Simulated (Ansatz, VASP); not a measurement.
# ZnS: VASP beside Ansatz

```
CELL_PARAMETERS angstrom
3.84549 0.00000 0.00000
-1.92275 3.33029 0.00000
0.00000 0.00000 6.30533
ATOMIC_POSITIONS crystal
Zn 0.35879 0.67940 0.01001
Zn 0.66667 0.33333 0.50522
S 0.33333 0.66667 0.37978
S 0.66667 0.33333 0.87978
```

Alike in both runs: task single point; functional PBE; k mesh 12 × 12 × 4; occupations gaussian, width 0.05 eV; no spin polarisation.

```csv
,VASP,Ansatz
version,VASP 6.6.1,Ansatz 0.2.0
potentials or method,"VASP PAW PBE potentials, release 64 (Zn, S), cutoff 520 eV","scalar-relativistic, plane waves, PAW"
valence electrons in the cell,36,36
```

Ansatz gave:

```
gap on the k mesh at the Fermi level (eV)                     : 2.03
least direct gap on the mesh (eV)                             : 2.03
pressure (GPa)                                                : 0.1
traceless stress, the component that is largest in VASP (GPa) : -0.47
rms of the force components (eV/Å)                            : 0.160
```

Task: What did VASP give for the same quantities?

Result: gap on the k mesh at the Fermi level (eV): 2.04; least direct gap on the mesh (eV): 2.04; pressure (GPa): 0.2; traceless stress, the component that is largest in VASP (GPa): -0.48; rms of the force components (eV/Å): 0.161.

Atom by atom the forces differ by 0.001 eV/Å (rms over components). With one functional, cell and mesh, what is left measures potentials, basis and numerics.
